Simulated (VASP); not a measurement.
Runs of VASP 6.6.1 on Hf. The structure is that of space group Fm-3m (No. 225), or close to it. The cells are those of the table. 

| cell | k mesh | gap on the mesh (eV) | pressure (GPa) |
| --- | --- | --- | --- |
| a = 3.289 Å, angles 60.0°, 1 atom | 14 × 14 × 14 | none | -10.4 |
| a = 3.249 Å, angles 60.0°, 1 atom | 14 × 14 × 14 | none | -7.6 |
| a = 3.080 Å, angles 60.0°, 1 atom | 14 × 14 × 14 | none | (a) |
| a = 3.167 Å, angles 60.0°, 1 atom | 14 × 14 × 14 | none | -0.5 |
| a = 3.167 Å, angles 60.0°, 1 atom | 12 × 12 × 12 | none | -0.5 |

Alike in all rows: task single point; level r2SCAN; potentials or basis VASP PAW PBE potentials, release 64 (Hf_pv); no spin polarisation; cutoff (eV) 520; smearing fermi-dirac 0.1 eV.

Problem. Fill in the values left out.

Solution. (a) 9.3.

Caveats: the PAW data sets were made with another functional, which shifts forces and pressure a little; spin-orbit coupling is left out, which moves the levels of the heavy elements.

A k mesh can miss the band edges, and the runs leave out spin-orbit coupling on Hf.

A gap of «none» marks levels without a gap at the run's occupations.
